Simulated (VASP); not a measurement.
A run of VASP 6.6.1:

The input INCAR:

```
SYSTEM = BN
ALGO     = Normal         ! electronic algorithm
EDIFF    = 1E-6           ! SCF threshold, eV
ENCUT    = 520            ! plane-wave cutoff, eV
GGA      = PE             ! functional
ISIF     = 2              ! what is computed and relaxed
ISMEAR   = 0              ! smearing method
LASPH    = .TRUE.         ! aspherical terms in the spheres
LCHARG   = .FALSE.        ! write CHGCAR
LREAL    = .FALSE.        ! projectors in reciprocal space
LWAVE    = .FALSE.        ! write WAVECAR
NBANDS   = 16             ! bands
NELM     = 80             ! most SCF steps
PREC     = Accurate       ! precision mode
SIGMA    = 0.02           ! smearing width, eV
```

KPOINTS

```
k-points
0
G
  12 12 4
  0 0 0
```

Contents of POSCAR:

```
BN
1.0
    2.6629120284      0.0000000000      0.0000000000
   -1.3314560142      2.1429785120      0.0000000000
    0.0000000000      0.0000000000      8.2180111731
B N
2 2
Direct
    0.3431097332      0.6865839670      0.2500000000
    0.6568902668      0.3134160330      0.7500000000
    0.3207837972      0.6410946717      0.7500000000
    0.6792162028      0.3589053283      0.2500000000
```

Potentials or basis: VASP PAW PBE potentials, release 64 (B, N).

Launch:

```sh
$ cat potpaw_PBE.64/B/POTCAR potpaw_PBE.64/N/POTCAR > POTCAR
$ mpirun -np 1 vasp_std > vasp.out
```

Hardware: 1 thread of AMD EPYC 9R45 (Zen 5) (shared host).

Q: Estimate the wall time of this run.

A: Wall time 53 s on 1 thread of AMD EPYC 9R45 (Zen 5), on a shared host, peak memory 0.23 GiB. Counts: scf iterations 13, k points 222.
